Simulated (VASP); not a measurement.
# Si (Fd-3m) in VASP: G0W0 quasiparticle levels with PBEsol

Aim: the G0W0 quasiparticle levels of Si with PBEsol.

Program: VASP 6.6.1. These are calculated values, not measurements. Logs are shortened: lines on timing, memory, paths and dates and some standing lists are left out, and cuts for length are marked.

### 1 The cell of the first run

Symmetry: Fd-3m, No. 227, cubic system. The conventional cell has a = 5.433 Å, b = 5.433 Å, c = 5.433 Å, α = 90.00°, β = 90.00°, γ = 90.00°. Si (site symmetry -43m) has 4 Si at 2.35 Å within 3.1 Å.

### 2 G0W0 quasiparticle levels, PBEsol

Input file POSCAR:

```
Si
1.0
    0.0000000000      2.7167315353      2.7167315353
    2.7167315353      0.0000000000      2.7167315353
    2.7167315353      2.7167315353      0.0000000000
Si
2
Direct
    0.0000000000      0.0000000000      0.0000000000
    0.2500000000      0.2500000000      0.2500000000
```

Input file INCAR.step1:

```
SYSTEM = Si
ALGO = Normal
EDIFF = 1E-8
ENCUT = 500
GGA = PS
ISMEAR = 0
LASPH = .True.
LCHARG = .False.
LREAL = .False.
LWAVE = .True.
NELM = 100
PREC = Accurate
SIGMA = 0.01
```

Input file INCAR.step2:

```
SYSTEM = Si
ALGO = Exact
EDIFF = 1E-8
ENCUT = 500
GGA = PS
ISMEAR = 0
ISTART = 1
LASPH = .True.
LCHARG = .False.
LOPTICS = .True.
LREAL = .False.
LWAVE = .True.
NBANDS = 223
NELM = 1
PREC = Accurate
SIGMA = 0.01
```

Input file INCAR.step3:

```
SYSTEM = Si
ALGO = EVGW0
EDIFF = 1E-8
ENCUT = 500
ENCUTGW = 180.0
GGA = PS
ISMEAR = 0
ISTART = 1
LASPH = .True.
LCHARG = .False.
LREAL = .False.
LWAVE = .False.
NBANDS = 223
NBANDSGW = 12
NELMGW = 1
NOMEGA = 96
OMEGAMAX = 20
PREC = Accurate
PRECFOCK = Fast
SIGMA = 0.01
```

Input file KPOINTS:

```
k-points
0
Gamma
  4 4 4
  0 0 0
```

Potentials or basis: VASP PAW PBE potentials, release 64 (Si_GW).

Launch:

```console
cat potpaw_PBE.64/Si_GW/POTCAR > POTCAR
cp INCAR.step1 INCAR
mpirun -np 1 vasp_std > vasp.out
cp INCAR.step2 INCAR
mpirun -np 1 vasp_std > vasp.out
cp INCAR.step3 INCAR
mpirun -np 1 vasp_std > vasp.out
```

OUTCAR:

```text
SYSTEM = Si
   EDIFF = 1E-8
   ENCUT = 500
   ENCUTGW = 180.0
   GGA = PS
   ISMEAR = 0
   ISTART = 1
   LASPH = .True.
   LREAL = .False.
   NELMGW = 1
   PREC = Accurate
   PRECFOCK = Fast

 ion  position               nearest neighbor table
   1  0.000  0.000  0.000-   2 2.35   2 2.35   2 2.35   2 2.35
   2  0.250  0.250  0.250-   1 2.35   1 2.35   1 2.35   1 2.35

  LATTYP: Found a face centered cubic cell.
 ALAT       =     5.4334630706

  Lattice vectors:

 A1 = (   0.0000000000,   2.7167315353,   2.7167315353)
 A2 = (   2.7167315353,   0.0000000000,   2.7167315353)
 A3 = (   2.7167315353,   2.7167315353,   0.0000000000)

Analysis of symmetry for initial positions (statically):
=====================================================================
 Subroutine PRICEL returns:
 Original cell was already a primitive cell.

 Routine SETGRP: Setting up the symmetry group for a
 face centered cubic supercell.

 Subroutine GETGRP returns: Found 48 space group operations
 (whereof 24 operations were pure point group operations)
 out of a pool of 48 trial point group operations.

The static configuration has the point symmetry T_d .
 The point group associated with its full space group is O_h .

Analysis of symmetry for dynamics (positions and initial velocities):
=====================================================================
 Subroutine PRICEL returns:
 Original cell was already a primitive cell.

 Routine SETGRP: Setting up the symmetry group for a
 face centered cubic supercell.

 Subroutine GETGRP returns: Found 48 space group operations
 (whereof 24 operations were pure point group operations)
 out of a pool of 48 trial point group operations.

The dynamic configuration has the point symmetry T_d .
 The point group associated with its full space group is O_h .

 Subroutine INISYM returns: Found 48 space group operations
 (whereof 24 operations are pure point group operations),
 and found     1 'primitive' translations

----------------------------------------------------------------------------------------

                                     Primitive cell

  volume of cell :      40.1024

  direct lattice vectors                    reciprocal lattice vectors
     0.000000000  2.716731535  2.716731535    -0.184044685  0.184044685  0.184044685
     2.716731535  0.000000000  2.716731535     0.184044685 -0.184044685  0.184044685
     2.716731535  2.716731535  0.000000000     0.184044685  0.184044685 -0.184044685

  length of vectors
     3.842038583  3.842038583  3.842038583     0.318774746  0.318774746  0.318774746

  position of ions in fractional coordinates (direct lattice)
     0.000000000  0.000000000  0.000000000
     0.250000000  0.250000000  0.250000000

  ion indices of the primitive-cell ions
   primitive index   ion index
                 1           1
                 2           2

----------------------------------------------------------------------------------------

 KPOINTS: k-points

Automatic generation of k-mesh.
 Grid dimensions read from file:
 generate k-points for:    4    4    4

 Generating k-lattice:

  Cartesian coordinates                     Fractional coordinates (reciprocal lattice)
    -0.046011171  0.046011171  0.046011171     0.250000000  0.000000000  0.000000000
     0.046011171 -0.046011171  0.046011171     0.000000000  0.250000000  0.000000000
     0.046011171  0.046011171 -0.046011171     0.000000000  0.000000000  0.250000000

  Length of vectors
     0.079693686  0.079693686  0.079693686

  Shift w.r.t. Gamma in fractional coordinates (k-lattice)
     0.000000000  0.000000000  0.000000000

 Subroutine IBZKPT returns following result:
 ===========================================

 Found      8 irreducible k-points:

 Following reciprocal coordinates:
            Coordinates               Weight
  0.000000  0.000000  0.000000      1.000000
  0.250000  0.000000  0.000000      8.000000
  0.500000  0.000000  0.000000      4.000000
  0.250000  0.250000  0.000000      6.000000
  0.500000  0.250000  0.000000     24.000000
 -0.250000  0.250000  0.000000     12.000000
  0.500000  0.500000  0.000000      3.000000
 -0.250000  0.500000  0.250000      6.000000
   k-points           NKPTS =      8   k-points in BZ     NKDIM =     64   number of bands    NBANDS=    223
   number of dos      NEDOS =    301   number of ions     NIONS =      2
   total plane-waves  NPLWV =  21952
   dimension x,y,z NGX =    28 NGY =   28 NGZ =   28
   dimension x,y,z NGXF=    56 NGYF=   56 NGZF=   56
   ions per type =               2
   NGX,Y,Z   is equivalent  to a cutoff of  12.12, 12.12, 12.12 a.u.
   NGXF,Y,Z  is equivalent  to a cutoff of  24.23, 24.23, 24.23 a.u.
 SYSTEM =  Si
   PREC   = accura    normal or accurate (medium, high low for compatibility)
   ISTART =      1    job   : 0-new  1-cont  2-samecut
   ICHARG =      0    charge: 1-file 2-atom 10-const
   ISPIN  =      1    spin polarized calculation?
   LNONCOLLINEAR =      F non collinear calculations
   LSORBIT =      F    spin-orbit coupling
   LASPH  =      T    aspherical Exc in radial PAW
   ENCUT  =  500.0 eV  36.75 Ry    6.06 a.u.   7.00  7.00  7.00*2*pi/ulx,y,z
   NELM   =     60;   NELMIN=  2; NELMDL=  0     # of ELM steps
   EDIFF  = 0.1E-07   stopping-criterion for ELM
   LREAL  =      F    real-space projection
   EDIFFG = 0.1E-06   stopping-criterion for IOM
   NSW    =      0    number of steps for IOM
   IBRION =     -1    ionic relax: 0-MD 1-quasi-New 2-CG
   NFREE  =      0    steps in history (QN), initial steepest desc. (CG)
   ISIF   =      0    stress and relaxation
   ISYM   =      3    0-nonsym 1-usesym 2-fastsym
   POTIM  = 0.5000    time-step for ionic-motion
   TEBEG  =    0.0;   TEEND  =   0.0 temperature during run
   PSTRESS=    0.0 pullay stress
   NELECT =       8.0000    total number of electrons
   NUPDOWN=      -1.0000    fix difference up-down
   EMIN   =  10.00;   EMAX   =-10.00  energy-range for DOS
   EFERMI =   0.00;   METHOD = LEGACY
   ISMEAR =     0;   SIGMA  =   0.01  broadening in eV -4-tet -1-fermi 0-gaus
   EFERMI_NEDOS =   21; number of points for ismear=-14 and -15
   IALGO  =     38    algorithm
   IMIX   =      4    mixing-type and parameters
     AMIX     =   0.40;   BMIX     =  1.00
     AMIX_MAG =   1.60;   BMIX_MAG =  1.00
  volume/ion in A,a.u.               =      20.05       135.31
  Fermi-wavevector in a.u.,A,eV,Ry     =   0.956566  1.807647 12.449573  0.915018
  Thomas-Fermi vector in A             =   2.085505
   LORBIT       =      0    0 simple, 1 ext, 2 COOP (PROOUT), +10 PAW based schemes
   GGA     = PS    functional components
   LHFCALC =     T    Hartree Fock is set to
   PRECFOCK=fast      Normal, Fast or Accurate (Low or Medium for compatibility)
   ENCUT4O =  -1.0   cutoff for four orbital integrals eV
   NKREDX  =     1    reduce k-point grid by
   NKREDY  =     1    reduce k-point grid by
   NKREDZ  =     1    reduce k-point grid by
   AEXX    =    1.0000 exact exchange contribution
   HFSCREEN=    0.0000 screening length (either q_TF or 0.3 A-1)
   HFSCREENC=   0.0000 screening length for correlation (either q_TF or 0.3 A-1)
   ENCUTFOCK=  -1.0 apply spherical cutoff to Coloumb kernel
   IVDW    =     0    specifies the selected vdW correction
   LEPSILON=     F    determine dielectric tensor
   LRPA    =     F    only Hartree local field effects (RPA)
   LRPAFORCE           =     F    calculate RPA forces
   ENCUTGW             = 180.0    cutoff for response function in eV
   ENCUTGWSOFT         = 144.0    soft cutoff for Coulomb kernel in GW response function in eV
   ENCUTLF             =  -1.0    cutoff for local field effects
   NELMGW              =     1    number of iterations in solving QP/BSE equation
   NELMHF              =     1    number of iterations in the inner HF iteration
   NKREDLFX            =     1    NKREDLFY  =   1   NKREDLFZ  =   1
 non-spin polarized calculation
 Gauss-broadening in eV      SIGMA  =   0.01
  energy-cutoff  :      500.00
  volume of cell :       40.10
 maximum number of plane-waves:      1036
  NGX = 16; NGY = 16; NGZ = 16
   NGX = 13   NGY = 13   NGZ = 13
 maximum number of plane-waves:       229

 QP shifts <psi_nk| G(iteration)W_0 |psi_nk>: iteration 1
 for sc-GW calculations column KS-energies equals QP-energies in previous step
 and V_xc(KS)=  KS-energies - (<T + V_ion + V_H > + <T+V_H+V_ion>^1  + <V_x>^1)

 k-point   1 :       0.0000    0.0000    0.0000
  band No.  KS-energies  QP-energies   sigma(KS)   V_xc(KS)     V^pw_x(r,r')   Z            occupation Imag(sigma)

      1      -6.5382      -6.9990     -11.1226     -10.4680     -17.4619       0.7039       2.0000       1.1666
      2       5.4523       4.8799     -12.1506     -11.3966     -12.9795       0.7591       2.0000       0.0216
      3       5.4523       4.8799     -12.1506     -11.3966     -12.9795       0.7591       2.0000       0.0216
      4       5.4523       4.8799     -12.1506     -11.3966     -12.9795       0.7591       2.0000       0.0216
      5       7.9519       8.0596     -10.0127     -10.1546      -5.5840       0.7593       0.0000      -0.0706
      6       7.9519       8.0596     -10.0127     -10.1546      -5.5840       0.7593       0.0000      -0.0706
      7       7.9519       8.0596     -10.0127     -10.1546      -5.5840       0.7593       0.0000      -0.0706
      8       8.7517       8.9454     -10.8124     -11.0729      -5.8241       0.7432       0.0000      -0.0891
      9      13.1187      13.2694      -9.8557     -10.0562      -4.1939       0.7515       0.0000      -0.2153
     10      13.1187      13.2694      -9.8557     -10.0562      -4.1939       0.7515       0.0000      -0.2153
     11      13.1409      13.0695      -8.1427      -8.0508      -2.6347       0.7779       0.0000      -0.2787
     12      16.5154      16.3963      -8.6732      -8.5188      -2.2552       0.7717       0.0000      -0.5828

 k-point   2 :       0.2500    0.0000    0.0000
  band No.  KS-energies  QP-energies   sigma(KS)   V_xc(KS)     V^pw_x(r,r')   Z            occupation Imag(sigma)
[... 97 lines left out ...]
      1      -2.2091      -2.6970     -11.6936     -10.9869     -16.0462       0.6904       2.0000       0.4581
      2      -2.2091      -2.6970     -11.6936     -10.9869     -16.0462       0.6904       2.0000       0.4581
      3       1.5348       0.9871     -10.8042     -10.0564     -12.8749       0.7325       2.0000       0.0810
      4       1.5348       0.9871     -10.8042     -10.0564     -12.8749       0.7325       2.0000       0.0810
      5       9.6119       9.6221      -9.6873      -9.7008      -4.9175       0.7593       0.0000      -0.1006
      6       9.6119       9.6221      -9.6873      -9.7008      -4.9175       0.7593       0.0000      -0.1006
      7      10.3762      10.4969     -10.0144     -10.1776      -4.6794       0.7396       0.0000      -0.1448
      8      10.3762      10.4969     -10.0144     -10.1776      -4.6794       0.7396       0.0000      -0.1448
      9      15.9647      16.0130     -10.6885     -10.7545      -3.8746       0.7306       0.0000      -0.5392
     10      15.9647      16.0130     -10.6885     -10.7545      -3.8746       0.7306       0.0000      -0.5392
     11      18.4064      18.4745     -10.4080     -10.5004      -3.3818       0.7376       0.0000      -0.7281
     12      18.4064      18.4745     -10.4080     -10.5004      -3.3818       0.7376       0.0000      -0.7281
```

Wall time 2.4 min (1 thread of AMD EPYC 9R45 (Zen 5), shared host); peak memory 0.51 GiB.

What came out:

* Quasiparticle gap: 1.18 eV
* Least direct quasiparticle gap: 3.18 eV
* Band gap of the starting levels on the mesh: 0.57 eV
* Least direct gap of the starting levels on the mesh: 2.50 eV

Caveat: the k points lie up to 0.50 Å⁻¹ apart; bands, screening cutoff and mesh are small and nothing is extrapolated, so the quasiparticle values aren't converged.
